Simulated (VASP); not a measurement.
Wanted: the native input for a VASP 6.6.1 run.

```yaml
Task: single point
Functional: PBE
Potentials_or_basis: VASP PAW PBE potentials, release 64 (Se, Ca_sv, Te)
Cutoff: 520 eV
k_mesh: 6 × 6 × 4
Occupations: gaussian, width 0.01 eV
Spin: no spin polarisation
Dipole_correction: no
Further_INCAR_settings: ALGO = Normal; EDIFF = 1e-06; NBANDS = 24
```

The structure of Ca2TeSe lies in POSCAR:

```
Ca2TeSe
1.0
    4.4237771687      0.0000000000      0.0000000000
    0.0000000000      4.4237771687      0.0000000000
    0.0000000000      0.0000000000      6.2557388662
Se Ca Te
1 2 1
Direct
    0.0000000000      0.0000000000      0.0000000000
    0.0000000000      0.0000000000      0.5000000000
    0.5000000000      0.5000000000      0.0000000000
    0.5000000000      0.5000000000      0.5000000000
```

The input as run:

INCAR

```
SYSTEM = Ca2TeSe
ALGO     = Normal         ! electronic algorithm
EDIFF    = 1E-6           ! SCF threshold, eV
ENCUT    = 520            ! plane-wave cutoff, eV
GGA      = PE             ! functional
ISIF     = 2              ! what is computed and relaxed
ISMEAR   = 0              ! smearing method
LASPH    = .TRUE.         ! aspherical terms in the spheres
LCHARG   = .FALSE.        ! write CHGCAR
LREAL    = .FALSE.        ! projectors in reciprocal space
LWAVE    = .FALSE.        ! write WAVECAR
NBANDS   = 24             ! bands
NELM     = 80             ! most SCF steps
PREC     = Accurate       ! precision mode
SIGMA    = 0.01           ! smearing width, eV
```

KPOINTS

```
k-points
0
G
  6 6 4
  0 0 0
```

Potentials or basis: VASP PAW PBE potentials, release 64 (Se, Ca_sv, Te).

Launch:

```console
$ cat potpaw_PBE.64/Se/POTCAR potpaw_PBE.64/Ca_sv/POTCAR potpaw_PBE.64/Te/POTCAR > POTCAR
$ mpirun -np 1 vasp_std > vasp.out
```

It gave:

- Pressure: -1.1 GPa
- Band gap on the k mesh: 1.81 eV

Caveat: spin-orbit coupling is left out, which moves the levels of the heavy elements.

Wall time 58 s on 1 thread of Intel(R) Xeon(R) Platinum 8488C (Sapphire Rapids), on a shared host, peak memory 0.29 GiB.
